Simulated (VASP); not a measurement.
# SnSe (P-1) in VASP: single point with PBE

Aim: the single point of SnSe with PBE.

Program: VASP 6.6.1. These are calculated values, not measurements. Logs are shortened: lines on timing, memory, paths and dates and some standing lists are left out, and cuts for length are marked.

## (1) The cell of the first run

The typed cell holds 8 atoms: a = 11.812 Å, b = 4.208 Å, c = 4.559 Å, α = 90.00°, β = 90.00°, γ = 90.00°.

## (2) Single point, PBE

The input, INCAR:

```
SYSTEM = SnSe
  PREC = Accurate
  ENCUT = 500
  EDIFF = 1E-6
  ISMEAR = -1
  SIGMA = 0.01
  LREAL = .False.
  LASPH = .True.
  NELM = 120
  ALGO = Normal
  ISIF = 2
  LWAVE = .False.
  LCHARG = .True.
  GGA = PE
  LELF = .True.
  LVHAR = .True.
  NBANDS = 50
  GGA_COMPAT = .False.
```

The input, KPOINTS:

```
regular mesh
0
Gamma
  2 4 4
  0 0 0
```

The input, POSCAR:

```
SnSe
1.0
   11.8119576360      0.0000000000      0.0000000000
    0.0000000000      4.2079843480      0.0000000000
    0.0000000000      0.0000000000      4.5586164439
Sn Se
4 4
Direct
    0.6209757164      0.7170297015      0.3642796119
    0.8797419306      0.2242058463      0.8694220160
    0.3790242839      0.2829702990      0.6357203883
    0.1202580697      0.7757941542      0.1305779842
    0.1439969097      0.2894818680      0.5413432680
    0.6442576202      0.2039316151      0.9520282057
    0.3557423802      0.7960683854      0.0479717946
    0.8560030906      0.7105181325      0.4586567322
```

Potentials or basis: VASP PAW PBE potentials, release 64 (Sn_d, Se).

On the command line:

```sh
> cat potpaw_PBE.64/Sn_d/POTCAR potpaw_PBE.64/Se/POTCAR > POTCAR
> mpirun -np 1 vasp_std > vasp.out
```

OUTCAR:

```text
SYSTEM = SnSe
   PREC = Accurate
   ENCUT = 500
   EDIFF = 1E-6
   ISMEAR = -1
   LREAL = .False.
   LASPH = .True.
   NELM = 120
   ISIF = 2
   GGA = PE

 ion  position               nearest neighbor table
   1  0.621  0.717  0.364-   6 2.79   8 2.81   6 2.88   3 3.61
   2  0.880  0.224  0.869-   8 2.79   6 2.81   8 2.87   4 3.61
   3  0.379  0.283  0.636-   7 2.79   5 2.81   7 2.88   1 3.61
   4  0.120  0.776  0.131-   5 2.79   7 2.81   5 2.87   2 3.61
   5  0.144  0.289  0.541-   4 2.79   3 2.81   4 2.87
   6  0.644  0.204  0.952-   1 2.79   2 2.81   1 2.88
   7  0.356  0.796  0.048-   3 2.79   4 2.81   3 2.88
   8  0.856  0.711  0.459-   2 2.79   1 2.81   2 2.87

  LATTYP: Found a simple orthorhombic cell.
 ALAT       =     4.2079843480
 B/A-ratio  =     1.0833254278
 C/A-ratio  =     2.8070345940

  Lattice vectors:

 A1 = (   0.0000000000,   4.2079843480,   0.0000000000)
 A2 = (   0.0000000000,   0.0000000000,   4.5586164439)
 A3 = (  11.8119576360,   0.0000000000,   0.0000000000)

Analysis of symmetry for initial positions (statically):
=====================================================================
 Subroutine PRICEL returns:
 Original cell was already a primitive cell.

 Routine SETGRP: Setting up the symmetry group for a
 simple orthorhombic supercell.

 Subroutine GETGRP returns: Found  2 space group operations
 (whereof  2 operations were pure point group operations)
 out of a pool of  8 trial point group operations.

The static configuration has the point symmetry S_2 .

Analysis of symmetry for dynamics (positions and initial velocities):
=====================================================================
 Subroutine PRICEL returns:
 Original cell was already a primitive cell.

 Routine SETGRP: Setting up the symmetry group for a
 simple orthorhombic supercell.

 Subroutine GETGRP returns: Found  2 space group operations
 (whereof  2 operations were pure point group operations)
 out of a pool of  8 trial point group operations.

The dynamic configuration has the point symmetry S_2 .

 Subroutine INISYM returns: Found  2 space group operations
 (whereof  2 operations are pure point group operations),
 and found     1 'primitive' translations

----------------------------------------------------------------------------------------

                                     Primitive cell

  volume of cell :     226.5839

[... 99 lines left out ...]
   IBRION =     -1    ionic relax: 0-MD 1-quasi-New 2-CG
   NFREE  =      0    steps in history (QN), initial steepest desc. (CG)
   ISIF   =      2    stress and relaxation
   ISYM   =      2    0-nonsym 1-usesym 2-fastsym
   POTIM  = 0.5000    time-step for ionic-motion
   TEBEG  =    0.0;   TEEND  =   0.0 temperature during run
   PSTRESS=    0.0 pullay stress
   NELECT =      80.0000    total number of electrons
   NUPDOWN=      -1.0000    fix difference up-down
   EMIN   =  10.00;   EMAX   =-10.00  energy-range for DOS
   EFERMI =   0.00;   METHOD = LEGACY
   ISMEAR =    -1;   SIGMA  =   0.01  broadening in eV -4-tet -1-fermi 0-gaus
   EFERMI_NEDOS =   21; number of points for ismear=-14 and -15
   IALGO  =     38    algorithm
   IMIX   =      4    mixing-type and parameters
     AMIX     =   0.40;   BMIX     =  1.00
     AMIX_MAG =   1.60;   BMIX_MAG =  1.00
  volume/ion in A,a.u.               =      28.32       191.13
  Fermi-wavevector in a.u.,A,eV,Ry     =   1.157076  2.186556 18.215812  1.338824
  Thomas-Fermi vector in A             =   2.293690
   LORBIT       =      0    0 simple, 1 ext, 2 COOP (PROOUT), +10 PAW based schemes
   GGA     = PE    functional components
   LHFCALC =     F    Hartree Fock is set to
   AEXX    =    0.0000 exact exchange contribution
   IVDW    =     0    specifies the selected vdW correction
   LEPSILON=     F    determine dielectric tensor
   LRPA    =     F    only Hartree local field effects (RPA)
 non-spin polarized calculation
  energy-cutoff  :      500.00
  volume of cell :      226.58
 maximum number of plane-waves:      5797
 NGX is ok and might be reduce to    90
   NGX = 43   NGY = 15   NGZ = 17

 number of electron      79.9999994 magnetization

 Free energy of the ion-electron system (eV)
  ---------------------------------------------------
  ext. energy  EPLUGINS =         0.00000000
  ---------------------------------------------------
  free energy    TOTEN  =       -32.86693234 eV

  energy without entropy =      -32.86693234  energy(sigma->0) =      -32.86693234

 E-fermi :   4.8351     XC(G=0):  -9.4196

 val. band max:        4.5811994739   @ k =   0.0000   0.0000   0.5000
 cond. band min:       5.6423357234   @ k =   0.0000   0.0000   0.0000
 fundamental gap:      1.0611362495
 Fermi energy:         4.8350875690

 k-point     1 :       0.0000    0.0000    0.0000
  band No.  band energies     occupation
      1     -16.4926      2.00000
      2     -16.4850      2.00000
      3     -16.4799      2.00000
      4     -16.4772      2.00000
      5     -16.4768      2.00000
      6     -16.4757      2.00000
[... 1049 lines left out ...]
     49      10.8395      0.00000
     50      11.0200      0.00000

------------------------ aborting loop because EDIFF is reached ----------------------------------------

  FORCE on cell =-STRESS in cart. coord.  units (eV):
  Direction    XX          YY          ZZ          XY          YZ          ZX
  --------------------------------------------------------------------------------------
  -------------------------------------------------------------------------------------
  Total        0.1570241     -0.0704646     -0.7616499     -0.1618777     -1.0034817     -0.1357580
  in kB        1.1103195     -0.4982562     -5.3856354     -1.1446392     -7.0956308     -0.9599460
  external PRESSURE =      -1.5911907 kB  Pullay stress =       0.0000000 kB

 VOLUME and BASIS-vectors are now :
 -----------------------------------------------------------------------------
  energy-cutoff  :      500.00
  volume of cell :      226.58
      direct lattice vectors                 reciprocal lattice vectors
    11.811957636  0.000000000  0.000000000     0.084659972  0.000000000  0.000000000
     0.000000000  4.207984348  0.000000000     0.000000000  0.237643469  0.000000000
     0.000000000  0.000000000  4.558616444     0.000000000  0.000000000  0.219364803

 POSITION                                       TOTAL-FORCE (eV/Angst)
 -----------------------------------------------------------------------------------
      7.33494      3.01725      1.66061         0.088521     -0.059576     -0.012304
     10.39147      0.94345      3.96336        -0.103524     -0.073776     -0.022055
      4.47702      1.19073      2.89801        -0.088521      0.059576      0.012304
      1.42048      3.26453      0.59525         0.103524      0.073776      0.022055
      1.70089      1.21814      2.46778         0.035995     -0.119507     -0.021540
      7.60994      0.85814      4.33993         0.058032      0.161456      0.087996
      4.20201      3.34984      0.21869        -0.058032     -0.161456     -0.087996
     10.11107      2.98985      2.09084        -0.035995      0.119507      0.021540
 -----------------------------------------------------------------------------------
    total drift:                               -0.000007     -0.000004     -0.000002

  FREE ENERGIE OF THE ION-ELECTRON SYSTEM (eV)
  ---------------------------------------------------
  free  energy   TOTEN  =       -32.8669323394 eV

  energy  without entropy=      -32.8669323394  energy(sigma->0) =      -32.86693234
```

Run time: 6.2 min. Hardware: 1 thread of Intel Xeon 8259CL, shared host; peak memory 0.4 GiB.

What came out:

```yaml
Free_energy: -32.8669 eV
Pressure: -0.2 GPa
Largest_force: 0.193 eV/Å
Band_gap_on_the_k_mesh: 1.06 eV (least direct gap 1.25 eV)
```

Forces on the atoms (eV/Å):
```
Sn   0.089 -0.060 -0.012
Sn  -0.104 -0.074 -0.022
Sn  -0.089  0.060  0.012
Sn   0.104  0.074  0.022
Se   0.036 -0.120 -0.022
Se   0.058  0.161  0.088
Se  -0.058 -0.161 -0.088
Se  -0.036  0.120  0.022
```

Caveat: spin-orbit coupling is left out, which moves the levels of the heavy elements.
